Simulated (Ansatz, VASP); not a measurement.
AlN: VASP beside Ansatz

```
Al N
1.0
     0.00000    2.20113    2.20113
     2.20113    0.00000    2.20113
     2.20113    2.20113    0.00000
Al N
1 1
Direct
  0.00000 0.00000 0.00000
  0.75000 0.75000 0.75000
```

Alike in both runs: task single point; functional PBE; k mesh 10 × 10 × 10; occupations gaussian, width 0.02 eV; no spin polarisation.

```csv
,VASP,Ansatz
version,VASP 6.6.1,Ansatz 0.2.0
potentials or method,"VASP PAW PBE potentials, release 64 (Al, N), cutoff 600 eV","scalar-relativistic, all-electron LAPW"
```

|  | VASP | Ansatz | Ansatz less VASP |
| --- | --- | --- | --- |
| gap on the k mesh at the Fermi level (eV) | 3.31 | 3.31 | 0.000 |
| least direct gap on the mesh (eV) | 3.99 | 3.99 | -0.003 |
| pressure (GPa) | -0.3 | 0.0 | +0.31 |

Ansatz ran all-electron here, and VASP with PAW potentials.
